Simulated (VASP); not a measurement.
# ZnS (P6_3mc) in VASP: a series of runs

ZnS is run at these levels: PBE; tasks: single point.

Everything below comes from runs of VASP 6.6.1. Logs are shortened: lines on timing, memory, paths and dates and some standing lists are left out, and cuts for length are marked.

### Step 1. The cell of the first run

Symmetry: P6_3mc, No. 186, hexagonal system. The conventional cell has a = 3.844 Å, b = 3.844 Å, c = 6.305 Å, α = 90.00°, β = 90.00°, γ = 120.00°. Within 3.1 Å of Zn (site symmetry 3m) lie 4 S at 2.36 Å. Within 3.1 Å of S (site symmetry 3m) lie 4 Zn at 2.36 Å.

### Step 2. Single point, PBE

Input file INCAR:

```
SYSTEM = ZnS
PREC = Accurate
ENCUT = 520
EDIFF = 1E-6
ISMEAR = 0
SIGMA = 0.01
LREAL = .FALSE.
LASPH = .TRUE.
NELM = 80
ALGO = Normal
ISIF = 2
LWAVE = .FALSE.
LCHARG = .TRUE.
GGA = PE
LELF = .TRUE.
LVHAR = .TRUE.
NBANDS = 66
```

Input file KPOINTS:

```
regular mesh
0
G
  2 2 2
  0 0 0
```

Input file POSCAR:

```
ZnS
1.0
    0.0000000000      0.0000000000     -6.3046430411
   -5.7661004008     -3.3290596185      0.0000000000
    0.0000000001      6.6581192371      0.0000000000
Zn S
6 6
Direct
    0.9997333264      0.6666666667      0.6666666667
    0.9997333264      1.0000000000      0.3333333333
    0.9997333264      0.3333333333      1.0000000000
    0.4997333264      0.3333333333      0.3333333333
    0.4997333264      0.6666666667      1.0000000000
    0.4997333264      1.0000000000      0.6666666667
    0.6252666736      0.6666666667      0.6666666667
    0.6252666736      1.0000000000      0.3333333333
    0.6252666736      0.3333333333      1.0000000000
    0.1252666736      0.3333333333      0.3333333333
    0.1252666736      0.6666666667      1.0000000000
    0.1252666736      1.0000000000      0.6666666667
```

Potentials or basis: VASP PAW PBE potentials, release 64 (Zn, S).

Command:

```
$ cat potpaw_PBE.64/Zn/POTCAR potpaw_PBE.64/S/POTCAR > POTCAR
$ mpirun -np 1 vasp_std > vasp.out
```

OUTCAR:

```text
SYSTEM = ZnS
   PREC = Accurate
   ENCUT = 520
   EDIFF = 1E-6
   ISMEAR = 0
   LREAL = .FALSE.
   LASPH = .TRUE.
   NELM = 80
   ISIF = 2
   GGA = PE

 ion  position               nearest neighbor table
   1  1.000  0.667  0.667-  11 2.36  12 2.36  10 2.36   7 2.36
   2  1.000  0.000  0.333-  11 2.36  10 2.36  12 2.36   8 2.36
   3  1.000  0.333  0.000-  12 2.36  10 2.36  11 2.36   9 2.36
   4  0.500  0.333  0.333-   9 2.36   8 2.36   7 2.36  10 2.36
   5  0.500  0.667  0.000-   8 2.36   7 2.36   9 2.36  11 2.36
   6  0.500  0.000  0.667-   9 2.36   7 2.36   8 2.36  12 2.36
   7  0.625  0.667  0.667-   5 2.36   6 2.36   4 2.36   1 2.36
   8  0.625  0.000  0.333-   5 2.36   4 2.36   6 2.36   2 2.36
   9  0.625  0.333  0.000-   6 2.36   4 2.36   5 2.36   3 2.36
  10  0.125  0.333  0.333-   3 2.36   2 2.36   1 2.36   4 2.36
  11  0.125  0.667  0.000-   2 2.36   1 2.36   3 2.36   5 2.36
  12  0.125  0.000  0.667-   3 2.36   1 2.36   2 2.36   6 2.36

  LATTYP: Found a hexagonal cell.
 ALAT       =     6.6581192371
 C/A-ratio  =     0.9469105038

  Lattice vectors:

 A1 = (  -5.7661004008,  -3.3290596185,   0.0000000000)
 A2 = (   0.0000000001,   6.6581192371,   0.0000000000)
 A3 = (   0.0000000000,   0.0000000000,  -6.3046430411)

Analysis of symmetry for initial positions (statically):
=====================================================================
 Subroutine PRICEL returns following result:

  LATTYP: Found a hexagonal cell.
 ALAT       =     3.8440669334
 C/A-ratio  =     1.6400971030

  Lattice vectors:

 A1 = (   3.8440669334,  -0.0000000007,   0.0000000000)
 A2 = (  -1.9220334668,  -3.3290596182,   0.0000000000)
 A3 = (   0.0000000000,   0.0000000000,  -6.3046430411)

   3 primitive cells build up your supercell.

 Routine SETGRP: Setting up the symmetry group for a
 hexagonal supercell.

 Subroutine GETGRP returns: Found 12 space group operations
 (whereof  6 operations were pure point group operations)
 out of a pool of 24 trial point group operations.

The static configuration has the point symmetry C_3v.
 The point group associated with its full space group is C_6v.

Analysis of symmetry for dynamics (positions and initial velocities):
=====================================================================
 Subroutine PRICEL returns following result:

  LATTYP: Found a hexagonal cell.
 ALAT       =     3.8440669334
 C/A-ratio  =     1.6400971030

  Lattice vectors:

 A1 = (   3.8440669334,  -0.0000000007,   0.0000000000)
 A2 = (  -1.9220334668,  -3.3290596182,   0.0000000000)
 A3 = (   0.0000000000,   0.0000000000,  -6.3046430411)

   3 primitive cells build up your supercell.

 Routine SETGRP: Setting up the symmetry group for a
 hexagonal supercell.

 Subroutine GETGRP returns: Found 12 space group operations
 (whereof  6 operations were pure point group operations)
 out of a pool of 24 trial point group operations.

The dynamic configuration has the point symmetry C_3v.
 The point group associated with its full space group is C_6v.

 Subroutine INISYM returns: Found 12 space group operations
 (whereof  6 operations are pure point group operations),
 and found     3 'primitive' translations

----------------------------------------------------------------------------------------

                                     Primitive cell

  volume of cell :      80.6813

  direct lattice vectors                    reciprocal lattice vectors
     3.844066933 -0.000000001  0.000000000     0.260141152 -0.150192564  0.000000000
    -1.922033467 -3.329059618  0.000000000    -0.000000000 -0.300385128  0.000000000
     0.000000000  0.000000000 -6.304643041     0.000000000  0.000000000 -0.158613262

  length of vectors
     3.844066933  3.844066933  6.304643041     0.300385128  0.300385128  0.158613262

  position of ions in fractional coordinates (direct lattice)
     0.666666667  0.333333333  0.999733326
     0.333333333  0.666666667  0.499733326
     0.666666667  0.333333333  0.625266674
     0.333333333  0.666666667  0.125266674

  ion indices of the primitive-cell ions
   primitive index   ion index
                 1           1
                 2           5
                 3           7
                 4          11

----------------------------------------------------------------------------------------

 KPOINTS: regular mesh

Automatic generation of k-mesh.
 Grid dimensions read from file:
 generate k-points for:    2    2    2

 Generating k-lattice:

  Cartesian coordinates                     Fractional coordinates (reciprocal lattice)
     0.000000000  0.000000000 -0.079306631     0.500000000  0.000000000  0.000000000
    -0.086713717  0.000000000  0.000000000     0.000000000  0.500000000  0.000000000
    -0.043356859  0.075096282  0.000000000     0.000000000 -0.000000000  0.500000000

  Length of vectors
     0.079306631  0.086713717  0.086713717

  Shift w.r.t. Gamma in fractional coordinates (k-lattice)
     0.000000000  0.000000000  0.000000000

 Subroutine IBZKPT returns following result:
 ===========================================

 Found      4 irreducible k-points:

 Following reciprocal coordinates:
            Coordinates               Weight
  0.000000  0.000000  0.000000      1.000000
  0.500000  0.000000  0.000000      1.000000
  0.000000  0.500000  0.000000      3.000000
  0.500000  0.500000  0.000000      3.000000
   k-points           NKPTS =      4   k-points in BZ     NKDIM =      4   number of bands    NBANDS=     66
   number of dos      NEDOS =    301   number of ions     NIONS =     12
   total plane-waves  NPLWV = 120000
   dimension x,y,z NGX =    48 NGY =   50 NGZ =   50
   dimension x,y,z NGXF=    96 NGYF=  100 NGZF=  100
   ions per type =               6   6
   NGX,Y,Z   is equivalent  to a cutoff of  12.66, 12.48, 12.48 a.u.
   NGXF,Y,Z  is equivalent  to a cutoff of  25.31, 24.97, 24.97 a.u.
 SYSTEM =  ZnS
   PREC   = accura    normal or accurate (medium, high low for compatibility)
   ISTART =      0    job   : 0-new  1-cont  2-samecut
   ICHARG =      2    charge: 1-file 2-atom 10-const
   ISPIN  =      1    spin polarized calculation?
   LNONCOLLINEAR =      F non collinear calculations
   LSORBIT =      F    spin-orbit coupling
   LASPH  =      T    aspherical Exc in radial PAW
   ENCUT  =  520.0 eV  38.22 Ry    6.18 a.u.  11.72 12.38 12.38*2*pi/ulx,y,z
   NELM   =     80;   NELMIN=  2; NELMDL= -5     # of ELM steps
   EDIFF  = 0.1E-05   stopping-criterion for ELM
   LREAL  =      F    real-space projection
[... 7 lines left out ...]
   TEBEG  =    0.0;   TEEND  =   0.0 temperature during run
   PSTRESS=    0.0 pullay stress
   NELECT =     108.0000    total number of electrons
   NUPDOWN=      -1.0000    fix difference up-down
   EMIN   =  10.00;   EMAX   =-10.00  energy-range for DOS
   EFERMI =   0.00;   METHOD = LEGACY
   ISMEAR =     0;   SIGMA  =   0.01  broadening in eV -4-tet -1-fermi 0-gaus
   EFERMI_NEDOS =   21; number of points for ismear=-14 and -15
   IALGO  =     38    algorithm
   IMIX   =      4    mixing-type and parameters
     AMIX     =   0.40;   BMIX     =  1.00
     AMIX_MAG =   1.60;   BMIX_MAG =  1.00
  volume/ion in A,a.u.               =      20.17       136.12
  Fermi-wavevector in a.u.,A,eV,Ry     =   1.250983  2.364015 21.292545  1.564958
  Thomas-Fermi vector in A             =   2.384952
   LORBIT       =      0    0 simple, 1 ext, 2 COOP (PROOUT), +10 PAW based schemes
   GGA     = PE    functional components
   LHFCALC =     F    Hartree Fock is set to
   AEXX    =    0.0000 exact exchange contribution
   IVDW    =     0    specifies the selected vdW correction
   LEPSILON=     F    determine dielectric tensor
   LRPA    =     F    only Hartree local field effects (RPA)
 non-spin polarized calculation
 Gauss-broadening in eV      SIGMA  =   0.01
  energy-cutoff  :      520.00
  volume of cell :      242.04
 maximum number of plane-waves:      6588
 NGX is ok and might be reduce to    48

 number of electron     108.0000010 magnetization

 Free energy of the ion-electron system (eV)
  ---------------------------------------------------
  ext. energy  EPLUGINS =         0.00000000
  ---------------------------------------------------
  free energy    TOTEN  =       -41.01221628 eV

  energy without entropy =      -41.01221628  energy(sigma->0) =      -41.01221628

 E-fermi :   2.0140     XC(G=0):  -9.5174

 val. band max:        1.9254809921   @ k =   0.0000   0.0000   0.0000
 cond. band min:       4.0084155795   @ k =   0.0000   0.0000   0.0000
 fundamental gap:      2.0829345875
 Fermi energy:         2.0139609925

 k-point     1 :       0.0000    0.0000    0.0000
  band No.  band energies     occupation
      1     -11.0871      2.00000
      2     -10.1964      2.00000
      3      -9.9761      2.00000
      4      -9.9761      2.00000
      5      -9.9761      2.00000
      6      -9.9761      2.00000
[... 58 lines left out ...]
     65       8.5093      0.00000
     66       9.6124      0.00000

 k-point     2 :       0.5000    0.0000    0.0000
  band No.  band energies     occupation
      1     -10.6788      2.00000
      2     -10.6788      2.00000
      3      -9.9618      2.00000
      4      -9.9618      2.00000
      5      -9.9618      2.00000
      6      -9.9618      2.00000
[... 58 lines left out ...]
     65       8.6881      0.00000
     66       8.6979      0.00000

 k-point     3 :       0.0000    0.5000    0.0000
  band No.  band energies     occupation
      1     -10.6123      2.00000
      2     -10.6123      2.00000
      3     -10.2072      2.00000
      4      -9.9707      2.00000
      5      -9.9707      2.00000
      6      -9.8995      2.00000
[... 58 lines left out ...]
     65       7.8025      0.00000
     66       8.8507      0.00000

 k-point     4 :       0.5000    0.5000    0.0000
  band No.  band energies     occupation
      1     -10.3040      2.00000
      2     -10.3040      2.00000
      3     -10.3040      2.00000
      4     -10.3040      2.00000
      5     -10.0449      2.00000
      6     -10.0449      2.00000
[... 58 lines left out ...]
     65       7.7133      0.00000
     66       7.7133      0.00000

------------------------ aborting loop because EDIFF is reached ----------------------------------------

  FORCE on cell =-STRESS in cart. coord.  units (eV):
  Direction    XX          YY          ZZ          XY          YZ          ZX
  --------------------------------------------------------------------------------------
  -------------------------------------------------------------------------------------
  Total        0.2319234      0.2319234      0.0657876      0.0000000      0.0000000     -0.0000000
  in kB        1.5351856      1.5351856      0.4354723      0.0000000      0.0000000     -0.0000000
  external PRESSURE =       1.1686145 kB  Pullay stress =       0.0000000 kB

 VOLUME and BASIS-vectors are now :
 -----------------------------------------------------------------------------
  energy-cutoff  :      520.00
  volume of cell :      242.04
      direct lattice vectors                 reciprocal lattice vectors
     0.000000000  0.000000000 -6.304643041     0.000000000  0.000000000 -0.158613262
    -5.766100401 -3.329059619  0.000000000    -0.173427435  0.000000000  0.000000000
     0.000000000  6.658119237  0.000000000    -0.086713717  0.150192564  0.000000000

 POSITION                                       TOTAL-FORCE (eV/Angst)
 -----------------------------------------------------------------------------------
     -3.84407      2.21937     -6.30296         0.000000     -0.000000      0.003814
      0.00000      2.21937     -6.30296        -0.000000     -0.000000      0.003814
     -1.92203     -1.10969     -6.30296         0.000000     -0.000000      0.003814
     -1.92203      1.10969     -3.15064         0.000000      0.000000      0.003814
     -3.84407     -2.21937     -3.15064        -0.000000      0.000000      0.003814
      0.00000      4.43875     -3.15064         0.000000      0.000000      0.003814
     -3.84407      2.21937     -3.94208         0.000000      0.000000     -0.003814
      0.00000      2.21937     -3.94208         0.000000     -0.000000     -0.003814
     -1.92203     -1.10969     -3.94208         0.000000     -0.000000     -0.003814
     -1.92203      1.10969     -0.78976         0.000000      0.000000     -0.003814
     -3.84407     -2.21937     -0.78976        -0.000000      0.000000     -0.003814
      0.00000      4.43875     -0.78976         0.000000      0.000000     -0.003814
 -----------------------------------------------------------------------------------
    total drift:                                0.000001     -0.000006     -0.000864

  FREE ENERGIE OF THE ION-ELECTRON SYSTEM (eV)
  ---------------------------------------------------
  free  energy   TOTEN  =       -41.0122162785 eV

  energy  without entropy=      -41.0122162785  energy(sigma->0) =      -41.01221628
```

It took 35 s on 1 thread of Intel Xeon 6975P-C (Granite Rapids), shared host; peak memory 0.34 GiB.

What came out:

```
Free energy            : -41.0122 eV
Pressure               : 0.1 GPa
Largest force          : 0.004 eV/Å
Band gap on the k mesh : 2.08 eV
```

Forces on the atoms (eV/Å):
```
Zn   0.000  0.000  0.004
Zn   0.000  0.000  0.004
Zn   0.000  0.000  0.004
Zn   0.000  0.000  0.004
Zn   0.000  0.000  0.004
Zn   0.000  0.000  0.004
S    0.000  0.000 -0.004
S    0.000  0.000 -0.004
S    0.000  0.000 -0.004
S    0.000  0.000 -0.004
S    0.000  0.000 -0.004
S    0.000  0.000 -0.004
```

Stress tensor (GPa, compression positive):
```
0.15 0.00 0.00
0.00 0.15 0.00
0.00 0.00 0.04
```

Caveat: the k points lie up to 0.54 Å⁻¹ apart.

### Step 3. Single point, PBE

This run uses another cell than the first one: it holds 4 atoms, not 12.

Input file INCAR:

```
SYSTEM = ZnS
  PREC = Accurate
  ENCUT = 520
  EDIFF = 1E-6
  ISMEAR = 0
  SIGMA = 0.01
  LREAL = .FALSE.
  LASPH = .TRUE.
  NELM = 60
  ALGO = Normal
  ISIF = 2
  LWAVE = .FALSE.
  LCHARG = .FALSE.
  GGA = PE
  NBANDS = 26
```

Input file KPOINTS:

```
regular mesh
0
G
  12 12 6
  0 0 0
```

Input file POSCAR:

```
ZnS
1.0
    3.8440669338      0.0000000000      0.0000000000
   -1.9220334669      3.3290596186      0.0000000000
    0.0000000000      0.0000000000      6.3046430411
Zn S
2 2
Direct
    0.3333333333      0.6666666667      0.0002666736
    0.6666666667      0.3333333333      0.5002666736
    0.3333333333      0.6666666667      0.3747333264
    0.6666666667      0.3333333333      0.8747333264
```

Potentials or basis: VASP PAW PBE potentials, release 64 (Zn, S).

Command:

```
$ cat potpaw_PBE.64/Zn/POTCAR potpaw_PBE.64/S/POTCAR > POTCAR
$ mpirun -np 1 vasp_std > vasp.out
```

It took 56 s on 1 thread of Intel Xeon 6975P-C (Granite Rapids), shared host; peak memory 0.28 GiB.

The run converged. Its results:

* Free energy: -13.6938 eV
* Pressure: 0.2 GPa
* Band gap on the k mesh: 2.08 eV

Levels at points of the mesh, in eV from the valence-band top:
| k point | band 14 | band 15 | band 16 | band 17 | band 18 | band 19 | band 20 | band 21 | band 22 | band 23 |
| --- | --- | --- | --- | --- | --- | --- | --- | --- | --- | --- |
| (0.00, 0.00, 0.00) | -0.86 | -0.86 | -0.08 | 0.00 | 0.00 | 2.08 | 3.06 | 6.33 | 6.33 | 6.59 |
| (0.50, 0.00, 0.00) | -4.02 | -3.15 | -2.14 | -1.61 | -0.85 | 3.69 | 4.18 | 5.14 | 6.93 | 7.29 |
| (0.00, 0.00, 0.50) | -2.81 | -0.45 | -0.45 | -0.45 | -0.45 | 3.48 | 3.48 | 6.76 | 6.76 | 6.78 |
| (0.50, 0.00, 0.50) | -4.74 | -1.57 | -1.57 | -1.54 | -1.54 | 3.54 | 3.54 | 5.24 | 5.24 | 8.78 |

A k mesh can miss the band edges.
